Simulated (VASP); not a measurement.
ZrTi3C4:

```
CELL_PARAMETERS angstrom
-2.40271 2.40271 4.80541
2.40271 -2.40271 4.80541
2.40271 2.40271 -4.80541
ATOMIC_POSITIONS crystal
Zr 0.50000 0.50000 0.00000
Ti 0.00000 0.00000 0.00000
Ti 0.75000 0.25000 0.50000
Ti 0.25000 0.75000 0.50000
C 0.25000 0.25000 0.00000
C 0.00000 0.50000 0.50000
C 0.75000 0.75000 0.00000
C 0.50000 0.00000 0.50000
```

- Program: VASP 6.6.1
- Task: relaxation of cell and atoms
- Functional: PBE
- Potentials or basis: VASP PAW PBE potentials, release 64 (Zr_sv, Ti_sv, C)
- Cutoff: 600 eV
- k mesh: 6 × 6 × 6
- Occupations: gaussian, width 0.1 eV
- Spin: no spin polarisation

At the start: pressure -34.3 GPa; volume 13.87 Å³/atom.

Task: Where does the relaxation end?

Result: Over 9 steps the energy falls by 384.5 meV/atom and the volume is 10.97 Å³/atom (-20.9 %); space group I4/mmm (No. 139, to 0.05 Å).

The path:
```tsv
step	energy change (eV)	largest force (eV/Å)	pressure (GPa)	volume (Å³)
1	0.0000	0.4261	-34.26	110.97
2	0.8878	1.3528	84.96	69.82
3	-3.0292	0.8488	-2.36	88.69
4	-3.0363	0.8654	-0.43	87.95
5	-3.0363	0.8752	0.72	87.53
6	-3.0743	0.1213	0.80	87.39
7	-3.0750	0.0057	0.86	87.37
8	-3.0753	0.0097	-1.00	88.06
9	-3.0764	0.0026	-0.14	87.74
```

Final structure:
```
Zr Ti C
1.0
    -2.22416    2.22416    4.43405
     2.22416   -2.22416    4.43405
     2.22416    2.22416   -4.43405
Zr Ti C
1 3 4
Direct
  0.50000 0.50000 0.00000
  0.00000 0.00000 0.00000
  0.75000 0.25000 0.50000
  0.25000 0.75000 0.50000
  0.24395 0.24395 0.00000
  0.00000 0.50000 0.50000
  0.75605 0.75605 0.00000
  0.50000 0.00000 0.50000
```

Caveat: the volume moved by over 15 % at a fixed basis, so the end points are rough.
